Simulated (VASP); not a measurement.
## InSb3: single point with PBEsol

InSb3:

```
In Sb
1.0
     4.72824    0.00000    0.00000
     0.00000    4.72824    0.00000
     0.00000    0.00000    4.72824
In Sb
1 3
Direct
  0.00000 0.00000 0.00000
  0.50000 0.00000 0.50000
  0.00000 0.50000 0.50000
  0.50000 0.50000 0.00000
```

* Program: VASP 6.6.1
* Task: single point
* Functional: PBEsol
* Potentials or basis: VASP PAW PBE potentials, release 64 (In_d, Sb)
* Cutoff: 520 eV
* k mesh: 12 × 12 × 12
* Occupations: gaussian, width 0.15 eV
* Spin: no spin polarisation
* Dipole correction: no
* Further INCAR settings: ALGO = Normal; EDIFF = 1e-07; NBANDS = 22

```json
{"Pressure": "0.0 GPa", "Band gap on the k mesh": "zero (band 14 reaches 12.02 eV, above the bottom of band 15 at 7.13 eV)"}
```

Levels at points of the mesh, in eV from the Fermi level:
| k point | band 10 | band 11 | band 12 | band 13 | band 14 | band 15 | band 16 | band 17 | band 18 | band 19 |
| --- | --- | --- | --- | --- | --- | --- | --- | --- | --- | --- |
| (0.00, 0.00, 0.00) | -4.50 | -4.50 | -3.58 | 0.50 | 0.50 | 0.50 | 1.80 | 1.80 | 1.80 | 4.81 |
| (0.50, 0.00, 0.00) | -3.03 | -3.03 | -2.22 | -2.22 | -1.17 | -0.93 | 2.27 | 2.32 | 2.32 | 2.63 |
| (0.50, 0.50, 0.00) | -2.49 | -1.63 | -1.63 | -1.43 | -1.14 | -1.14 | -0.36 | 0.99 | 3.49 | 3.74 |
| (0.50, 0.50, 0.50) | -5.23 | -5.23 | -5.23 | -4.89 | 3.76 | 3.76 | 3.85 | 3.85 | 3.85 | 6.66 |

It took 93 s on 1 thread of Intel(R) Xeon(R) Platinum 8124M CPU @ 3.00GHz (Skylake/Cascade Lake), with other jobs on the host, peak memory 0.33 GiB.

Caveat: the PAW data sets were made with another functional, which shifts forces and pressure a little; spin-orbit coupling is left out, which moves the levels of the heavy elements.
